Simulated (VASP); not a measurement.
# CdS (P3m1) in VASP: notebook

Runs on CdS. Level: PBEsol. Tasks: single point.

All numbers are computed with VASP 6.6.1; they aren't measurements. Logs are shortened: lines on timing, memory, paths and dates and some standing lists are left out, and cuts for length are marked.

### Step 1. The cell of the first run

The structure is trigonal, space group P3m1 (No. 156). Conventional cell: a = 4.261 Å, b = 4.261 Å, c = 5.804 Å, α = 90.00°, β = 90.00°, γ = 120.00°. Within 3.2 Å of Cd (site symmetry 3m) lie 3 S at 2.46 Å. S (site symmetry 3m) has 3 Cd at 2.46 Å within 3.2 Å.

### Step 2. Single point, PBEsol

File INCAR:

```
PREC = Accurate ; ENCUT = 520
EDIFF = 1E-6 ; ISMEAR = 0
SIGMA = 0.05 ; LREAL = False
LASPH = True ; NELM = 80
ALGO = Normal ; ISIF = 2
LWAVE = False ; LCHARG = True
GGA = PS ; LELF = True
LVHAR = True ; NBANDS = 16
```

File KPOINTS:

```
regular mesh
0
Gamma
  9 9 6
```

File POSCAR:

```
CdS
1.0
    4.2611695877      0.0000000000      0.0000000000
   -2.1305847939      3.6902811128      0.0000000000
    0.0000000000      0.0000000000      5.8041729400
Cd S
1 1
Direct
    0.0000000000      0.0000000000      0.4426919200
    0.6666666667      0.3333333333      0.4343080800
```

Potentials or basis: VASP PAW PBE potentials, release 64 (Cd, S).

On the command line:

```bash
> cat potpaw_PBE.64/Cd/POTCAR potpaw_PBE.64/S/POTCAR > POTCAR
> mpirun -np 1 vasp_std > vasp.out
```

OUTCAR:

```text
PREC = Accurate
   ENCUT = 520
   EDIFF = 1E-6
   ISMEAR = 0
   LREAL = False
   LASPH = True
   NELM = 80
   ISIF = 2
   GGA = PS

 ion  position               nearest neighbor table
   1  0.000  0.000  0.443-   2 2.46   2 2.46   2 2.46
   2  0.667  0.333  0.434-   1 2.46   1 2.46   1 2.46

  LATTYP: Found a hexagonal cell.
 ALAT       =     4.2611695877
 C/A-ratio  =     1.3621079426

  Lattice vectors:

 A1 = (   4.2611695877,   0.0000000000,   0.0000000000)
 A2 = (  -2.1305847939,   3.6902811128,   0.0000000000)
 A3 = (   0.0000000000,   0.0000000000,   5.8041729400)

Analysis of symmetry for initial positions (statically):
=====================================================================
 Subroutine PRICEL returns:
 Original cell was already a primitive cell.

 Routine SETGRP: Setting up the symmetry group for a
 hexagonal supercell.

 Subroutine GETGRP returns: Found  6 space group operations
 (whereof  6 operations were pure point group operations)
 out of a pool of 24 trial point group operations.

The static configuration has the point symmetry C_3v.

Analysis of symmetry for dynamics (positions and initial velocities):
=====================================================================
 Subroutine PRICEL returns:
 Original cell was already a primitive cell.

 Routine SETGRP: Setting up the symmetry group for a
 hexagonal supercell.

 Subroutine GETGRP returns: Found  6 space group operations
 (whereof  6 operations were pure point group operations)
 out of a pool of 24 trial point group operations.

The dynamic configuration has the point symmetry C_3v.

 Subroutine INISYM returns: Found  6 space group operations
 (whereof  6 operations are pure point group operations),
 and found     1 'primitive' translations

----------------------------------------------------------------------------------------

                                     Primitive cell

  volume of cell :      91.2701

  direct lattice vectors                    reciprocal lattice vectors
     4.261169588  0.000000000  0.000000000     0.234677353  0.135491033  0.000000000
    -2.130584794  3.690281113  0.000000000     0.000000000  0.270982066  0.000000000
     0.000000000  0.000000000  5.804172940     0.000000000  0.000000000  0.172289835

[... 66 lines left out ...]
   number of dos      NEDOS =    301   number of ions     NIONS =      2
   total plane-waves  NPLWV =  49152
   dimension x,y,z NGX =    32 NGY =   32 NGZ =   48
   dimension x,y,z NGXF=    64 NGYF=   64 NGZF=   96
   ions per type =               1   1
   NGX,Y,Z   is equivalent  to a cutoff of  12.48, 12.48, 13.75 a.u.
   NGXF,Y,Z  is equivalent  to a cutoff of  24.97, 24.97, 27.50 a.u.
 SYSTEM =  unknown system
   PREC   = accura    normal or accurate (medium, high low for compatibility)
   ISTART =      0    job   : 0-new  1-cont  2-samecut
   ICHARG =      2    charge: 1-file 2-atom 10-const
   ISPIN  =      1    spin polarized calculation?
   LNONCOLLINEAR =      F non collinear calculations
   LSORBIT =      F    spin-orbit coupling
   LASPH  =      T    aspherical Exc in radial PAW
   ENCUT  =  520.0 eV  38.22 Ry    6.18 a.u.   7.92  7.92 10.79*2*pi/ulx,y,z
   NELM   =     80;   NELMIN=  2; NELMDL= -5     # of ELM steps
   EDIFF  = 0.1E-05   stopping-criterion for ELM
   LREAL  =      F    real-space projection
[... 7 lines left out ...]
   TEBEG  =    0.0;   TEEND  =   0.0 temperature during run
   PSTRESS=    0.0 pullay stress
   NELECT =      18.0000    total number of electrons
   NUPDOWN=      -1.0000    fix difference up-down
   EMIN   =  10.00;   EMAX   =-10.00  energy-range for DOS
   EFERMI =   0.00;   METHOD = LEGACY
   ISMEAR =     0;   SIGMA  =   0.05  broadening in eV -4-tet -1-fermi 0-gaus
   EFERMI_NEDOS =   21; number of points for ismear=-14 and -15
   IALGO  =     38    algorithm
   IMIX   =      4    mixing-type and parameters
     AMIX     =   0.40;   BMIX     =  1.00
     AMIX_MAG =   1.60;   BMIX_MAG =  1.00
  volume/ion in A,a.u.               =      45.64       307.96
  Fermi-wavevector in a.u.,A,eV,Ry     =   0.952919  1.800756 12.354841  0.908055
  Thomas-Fermi vector in A             =   2.081527
   LORBIT       =      0    0 simple, 1 ext, 2 COOP (PROOUT), +10 PAW based schemes
   GGA     = PS    functional components
   LHFCALC =     F    Hartree Fock is set to
   AEXX    =    0.0000 exact exchange contribution
   IVDW    =     0    specifies the selected vdW correction
   LEPSILON=     F    determine dielectric tensor
   LRPA    =     F    only Hartree local field effects (RPA)
 non-spin polarized calculation
 Gauss-broadening in eV      SIGMA  =   0.05
  energy-cutoff  :      520.00
  volume of cell :       91.27
 maximum number of plane-waves:      2490
   NGX = 15   NGY = 15   NGZ = 21

 number of electron      18.0000002 magnetization

 Free energy of the ion-electron system (eV)
  ---------------------------------------------------
  ext. energy  EPLUGINS =         0.00000000
  ---------------------------------------------------
  free energy    TOTEN  =        -6.17460747 eV

  energy without entropy =       -6.17460747  energy(sigma->0) =       -6.17460747

 E-fermi :  -1.9774     XC(G=0):  -6.1874

 val. band max:       -2.2021817631   @ k =   0.0000   0.0000   0.5000
 cond. band min:      -0.7818242494   @ k =   0.0000   0.0000   0.0000
 fundamental gap:      1.4203575137
 Fermi energy:        -1.9773621640

 k-point     1 :       0.0000    0.0000    0.0000
  band No.  band energies     occupation
      1     -13.8040      2.00000
      2      -9.8413      2.00000
      3      -9.8413      2.00000
      4      -9.3176      2.00000
      5      -9.3176      2.00000
      6      -9.1050      2.00000
[... 433 lines left out ...]
      3      -9.6337      2.00000
      4      -9.3864      2.00000
      5      -9.3307      2.00000
      6      -9.0167      2.00000
[... 8 lines left out ...]
     15       7.5365      0.00000
     16       9.0135      0.00000

 [... further k-points ...]
[... 5 lines left out ...]
  --------------------------------------------------------------------------------------
  -------------------------------------------------------------------------------------
  Total       -1.1037773     -1.1037773     -0.0052344      0.0000000     -0.0000000     -0.0000000
  in kB      -19.3759688    -19.3759688     -0.0918858      0.0000000     -0.0000000     -0.0000000
  external PRESSURE =     -12.9479412 kB  Pullay stress =       0.0000000 kB

 VOLUME and BASIS-vectors are now :
 -----------------------------------------------------------------------------
  energy-cutoff  :      520.00
  volume of cell :       91.27
      direct lattice vectors                 reciprocal lattice vectors
     4.261169588  0.000000000  0.000000000     0.234677353  0.135491033  0.000000000
    -2.130584794  3.690281113  0.000000000     0.000000000  0.270982066  0.000000000
     0.000000000  0.000000000  5.804172940     0.000000000  0.000000000  0.172289835

 POSITION                                       TOTAL-FORCE (eV/Angst)
 -----------------------------------------------------------------------------------
      0.00000      0.00000      2.56946        -0.000000      0.000000     -0.014473
      2.13058      1.23009      2.52080         0.000000     -0.000000      0.014473
 -----------------------------------------------------------------------------------
    total drift:                                0.000001     -0.000000      0.000035

  FREE ENERGIE OF THE ION-ELECTRON SYSTEM (eV)
  ---------------------------------------------------
  free  energy   TOTEN  =        -6.1746074689 eV

  energy  without entropy=       -6.1746074689  energy(sigma->0) =       -6.17460747
```

OSZICAR:

```text
N       E                     dE             d eps       ncg     rms          rms(c)
DAV:   1     0.107227557208E+03    0.10723E+03   -0.79541E+03  1992   0.938E+02
DAV:   2    -0.130189169767E+01   -0.10853E+03   -0.10320E+03  2480   0.233E+02
DAV:   3    -0.685263791621E+01   -0.55507E+01   -0.55315E+01  2416   0.543E+01
DAV:   4    -0.690621365871E+01   -0.53576E-01   -0.53567E-01  2632   0.515E+00
DAV:   5    -0.690732296122E+01   -0.11093E-02   -0.11093E-02  2464   0.689E-01    0.719E+00
DAV:   6    -0.620972106474E+01    0.69760E+00   -0.12519E+00  2936   0.131E+01    0.571E+00
DAV:   7    -0.617596275989E+01    0.33758E-01   -0.24871E-01  2352   0.335E+00    0.272E+00
DAV:   8    -0.617356263820E+01    0.24001E-02   -0.26892E-02  2328   0.192E+00    0.275E-01
DAV:   9    -0.617362927804E+01   -0.66640E-04   -0.30782E-03  2408   0.713E-01    0.120E-01
DAV:  10    -0.617419539145E+01   -0.56611E-03   -0.44846E-04  2272   0.147E-01    0.102E-01
DAV:  11    -0.617461472500E+01   -0.41933E-03   -0.47500E-04  2104   0.147E-01    0.531E-02
DAV:  12    -0.617459936086E+01    0.15364E-04   -0.36619E-05  2424   0.718E-02    0.114E-02
DAV:  13    -0.617460636267E+01   -0.70018E-05   -0.79270E-06  2240   0.161E-02    0.912E-03
DAV:  14    -0.617460742356E+01   -0.10609E-05   -0.91725E-07  2104   0.783E-03    0.253E-03
DAV:  15    -0.617460746894E+01   -0.45374E-07   -0.77852E-08  1816   0.255E-03
   1 F= -.61746075E+01 E0= -.61746075E+01  d E =-.820247E-12
```

stdout:

```text
POSCAR found type information on POSCAR CdS
 POSCAR found :  2 types and       2 ions
 scaLAPACK will be used
 -----------------------------------------------------------------------------
|                                                                             |
|                                                                             |
|     You enforced a specific xc type in the INCAR file but a different       |
|     I HOPE YOU KNOW WHAT YOU ARE DOING!                                     |
|                                                                             |
 -----------------------------------------------------------------------------

 LDA part: xc-table for (Slater+PW92), standard interpolation
 POSCAR, INCAR and KPOINTS ok, starting setup
 FFT: planning ... GRIDC
 FFT: planning ... GRID_SOFT
 FFT: planning ... GRID
 WAVECAR not read
 entering main loop
```

It took 29 s on 1 thread of Intel Xeon 6975P-C (Granite Rapids), shared host; peak memory 0.26 GiB.

What came out:

```
Free energy            : -6.1746 eV
Pressure               : -1.3 GPa
Largest force          : 0.014 eV/Å
Band gap on the k mesh : 1.42 eV, indirect (the least direct gap lies 4.2 meV higher)
```

Forces on the atoms (eV/Å):
```
Cd   0.000  0.000 -0.014
S    0.000  0.000  0.014
```

Stress tensor (GPa, compression positive):
```
-1.94  0.00  0.00
 0.00 -1.94  0.00
 0.00  0.00 -0.01
```

Caveat: the PAW data sets were made with another functional, which shifts forces and pressure a little. Expect the measured gap to be larger: semilocal functionals such as PBEsol lack the derivative discontinuity.

### Step 3. Single point, PBEsol

File INCAR:

```
SYSTEM = CdS
  PREC = Accurate
  ENCUT = 520
  EDIFF = 1E-6
  ISMEAR = 0
  SIGMA = 0.05
  LREAL = .False.
  LASPH = .True.
  NELM = 100
  ALGO = Normal
  ISIF = 2
  LWAVE = .False.
  LCHARG = .False.
  GGA = PS
  NBANDS = 16
```

File KPOINTS:

```
Automatic mesh
0
Gamma
  9 9 6
  0 0 0
```

POSCAR is that of step 2.

Potentials or basis: VASP PAW PBE potentials, release 64 (Cd, S).

On the command line:

```bash
> cat potpaw_PBE.64/Cd/POTCAR potpaw_PBE.64/S/POTCAR > POTCAR
> mpirun -np 1 vasp_std > vasp.out
```

Wall time 28 s (1 thread of Intel Xeon 6975P-C (Granite Rapids), shared host); peak memory 0.26 GiB.

Results (log left out):

- Free energy: -6.1746 eV
- Pressure: -1.3 GPa
- Largest force: 0.014 eV/Å
- Band gap on the k mesh: 1.42 eV, indirect (the least direct gap lies 4.2 meV higher)

Forces in eV/Å, atoms in the order of the input:
```
Cd   0.000  0.000 -0.014
S    0.000  0.000  0.014
```

Stress tensor (GPa, compression positive):
```
-1.94  0.00  0.00
 0.00 -1.94  0.00
 0.00  0.00 -0.01
```

Levels at points of the mesh, in eV from the valence-band top:
| k point | band 7 | band 8 | band 9 | band 10 | band 11 | band 12 |
| --- | --- | --- | --- | --- | --- | --- |
| (0.00, 0.00, 0.00) | -1.05 | 0.00 | 0.00 | 1.42 | 5.68 | 6.85 |
| (0.00, 0.00, 0.50) | -1.26 | 0.00 | 0.00 | 1.68 | 5.14 | 6.90 |

Caveat: the PAW data sets were made with another functional, which shifts forces and pressure a little. A k mesh can miss the band edges.

### Step 4. Single point, PBEsol

File INCAR:

```
SYSTEM = CdS
  PREC = Accurate
  ENCUT = 540
  EDIFF = 1E-6
  ISMEAR = 0
  SIGMA = 0.05
  LREAL = .False.
  LASPH = .True.
  NELM = 120
  ALGO = Normal
  ISIF = 2
  LWAVE = .False.
  LCHARG = .False.
  GGA = PS
  NBANDS = 20
  GGA_COMPAT = .False.
```

KPOINTS is that of step 3.

POSCAR is that of step 3.

Potentials or basis: VASP PAW PBE potentials, release 64 (Cd_sv_GW, S).

On the command line:

```bash
> cat potpaw_PBE.64/Cd_sv_GW/POTCAR potpaw_PBE.64/S/POTCAR > POTCAR
> mpirun -np 1 vasp_std > vasp.out
```

OUTCAR:

```text
SYSTEM = CdS
   PREC = Accurate
   ENCUT = 540
   EDIFF = 1E-6
   ISMEAR = 0
   LREAL = .False.
   LASPH = .True.
   NELM = 120
   ISIF = 2
   GGA = PS

 ion  position               nearest neighbor table
   1  0.000  0.000  0.443-   2 2.46   2 2.46   2 2.46
   2  0.667  0.333  0.434-   1 2.46   1 2.46   1 2.46

  LATTYP: Found a hexagonal cell.
 ALAT       =     4.2611695877
 C/A-ratio  =     1.3621079426

  Lattice vectors:

 A1 = (   4.2611695877,   0.0000000000,   0.0000000000)
 A2 = (  -2.1305847939,   3.6902811128,   0.0000000000)
 A3 = (   0.0000000000,   0.0000000000,   5.8041729400)

[... 187 lines left out ...]
      5     -12.9601      2.00000
      6      -9.0019      2.00000
[... 541 lines left out ...]
     19       8.3678      0.00000
     20       9.8382      0.00000

 [... further k-points ...]
[... 5 lines left out ...]
  --------------------------------------------------------------------------------------
  -------------------------------------------------------------------------------------
  Total       -1.5643411     -1.5643411     -0.3050963      0.0000000      0.0000000      0.0000000
  in kB      -27.4608143    -27.4608143     -5.3557326      0.0000000      0.0000000      0.0000000
  external PRESSURE =     -20.0924537 kB  Pullay stress =       0.0000000 kB

 VOLUME and BASIS-vectors are now :
 -----------------------------------------------------------------------------
  energy-cutoff  :      540.00
  volume of cell :       91.27
      direct lattice vectors                 reciprocal lattice vectors
     4.261169588  0.000000000  0.000000000     0.234677353  0.135491033  0.000000000
    -2.130584794  3.690281113  0.000000000     0.000000000  0.270982066  0.000000000
     0.000000000  0.000000000  5.804172940     0.000000000  0.000000000  0.172289835

 POSITION                                       TOTAL-FORCE (eV/Angst)
 -----------------------------------------------------------------------------------
      0.00000      0.00000      2.56946        -0.000000      0.000000     -0.017171
      2.13058      1.23009      2.52080         0.000000     -0.000000      0.017171
 -----------------------------------------------------------------------------------
    total drift:                                0.000002     -0.000000     -0.000095

  FREE ENERGIE OF THE ION-ELECTRON SYSTEM (eV)
  ---------------------------------------------------
  free  energy   TOTEN  =        -6.2570545884 eV

  energy  without entropy=       -6.2570545884  energy(sigma->0) =       -6.25705459
```

OSZICAR:

```text
N       E                     dE             d eps       ncg     rms          rms(c)
DAV:   1     0.361574362722E+03    0.36157E+03   -0.16081E+04  3008   0.135E+03
DAV:   2     0.378823128430E+02   -0.32369E+03   -0.29195E+03  2524   0.538E+02
DAV:   3    -0.471285412513E+01   -0.42595E+02   -0.42121E+02  3624   0.199E+02
DAV:   4    -0.688256054055E+01   -0.21697E+01   -0.21664E+01  3308   0.512E+01
DAV:   5    -0.699706637558E+01   -0.11451E+00   -0.11449E+00  3916   0.114E+01    0.201E+01
DAV:   6    -0.628942973778E+01    0.70764E+00   -0.18417E+00  4252   0.228E+01    0.151E+01
DAV:   7    -0.627310074811E+01    0.16329E-01   -0.67323E-01  3780   0.696E+00    0.355E+00
DAV:   8    -0.625584710006E+01    0.17254E-01   -0.10695E-01  3872   0.277E+00    0.525E-01
DAV:   9    -0.625642731022E+01   -0.58021E-03   -0.67415E-03  3604   0.134E+00    0.155E-01
DAV:  10    -0.625676496444E+01   -0.33765E-03   -0.21188E-04  3124   0.121E-01    0.882E-02
DAV:  11    -0.625703018878E+01   -0.26522E-03   -0.19623E-04  3288   0.110E-01    0.278E-02
DAV:  12    -0.625704885522E+01   -0.18666E-04   -0.18022E-05  3524   0.730E-02    0.211E-02
DAV:  13    -0.625705424112E+01   -0.53859E-05   -0.62609E-06  2316   0.329E-02    0.432E-03
DAV:  14    -0.625705458845E+01   -0.34733E-06   -0.92422E-07  2788   0.888E-03
   1 F= -.62570546E+01 E0= -.62570546E+01  d E =-.921118E-26
```

stdout:

```text
POSCAR found type information on POSCAR CdS
 POSCAR found :  2 types and       2 ions
 scaLAPACK will be used
 -----------------------------------------------------------------------------
|                                                                             |
|                                                                             |
|     You enforced a specific xc type in the INCAR file but a different       |
|     I HOPE YOU KNOW WHAT YOU ARE DOING!                                     |
|                                                                             |
 -----------------------------------------------------------------------------

 LDA part: xc-table for (Slater+PW92), standard interpolation
 POSCAR, INCAR and KPOINTS ok, starting setup
 FFT: planning ... GRIDC
 FFT: planning ... GRID_SOFT
 FFT: planning ... GRID
 WAVECAR not read
 entering main loop
```

Wall time 73 s (1 thread of Intel Xeon Platinum 8375C at 2.90GHz (Ice Lake), shared host); peak memory 0.3 GiB.

Results:

```yaml
Free_energy: -6.2571 eV
Pressure: -2.0 GPa
Largest_force: 0.017 eV/Å
Band_gap_on_the_k_mesh: 1.41 eV, indirect (the least direct gap lies 4.2 meV higher)
```

Forces on the atoms (eV/Å):
```
Cd   0.000  0.000 -0.017
S    0.000  0.000  0.017
```

Stress tensor (GPa, compression positive):
```
-2.75  0.00  0.00
 0.00 -2.75  0.00
 0.00  0.00 -0.54
```

Caveat: the PAW data sets were made with another functional, which shifts forces and pressure a little. A k mesh can miss the band edges.

### Step 5. Single point, PBEsol

File INCAR:

```
PREC = Accurate ; ENCUT = 540
EDIFF = 1E-6 ; ISMEAR = 0
SIGMA = 0.05 ; LREAL = False
LASPH = True ; NELM = 120
ALGO = Normal ; ISIF = 2
LWAVE = False ; LCHARG = True
GGA = PS ; LELF = True
LVHAR = True ; NBANDS = 20
GGA_COMPAT = False
```

File KPOINTS:

```
regular mesh
0
Gamma
  9 9 6
```

POSCAR is that of step 4.

On the command line:

```bash
> cat potpaw_PBE.64/Cd_sv_GW/POTCAR potpaw_PBE.64/S/POTCAR > POTCAR
> mpirun -np 1 vasp_std > vasp.out
```

Wall time 1.7 min (1 thread of Intel Xeon Platinum 8488C (Sapphire Rapids), shared host); peak memory 0.31 GiB.

The run converged. Its results:

| Property | Result |
| --- | --- |
| Free energy | -6.2571 eV |
| Pressure | -2.0 GPa |
| Largest force | 0.017 eV/Å |
| Band gap on the k mesh | 1.41 eV, indirect (the least direct gap lies 4.2 meV higher) |

Forces in eV/Å, atoms in the order of the input:
```
Cd   0.000  0.000 -0.017
S    0.000  0.000  0.017
```

Stress tensor (GPa, compression positive):
```
-2.75  0.00  0.00
 0.00 -2.75  0.00
 0.00  0.00 -0.54
```

Levels at points of the mesh, in eV from the valence-band top:
| k point | band 11 | band 12 | band 13 | band 14 | band 15 | band 16 |
| --- | --- | --- | --- | --- | --- | --- |
| (0.00, 0.00, 0.00) | -1.06 | 0.00 | 0.00 | 1.41 | 5.68 | 6.86 |
| (0.00, 0.00, 0.50) | -1.26 | 0.00 | 0.00 | 1.67 | 5.13 | 6.91 |

Caveat: the PAW data sets were made with another functional, which shifts forces and pressure a little. A k mesh can miss the band edges.
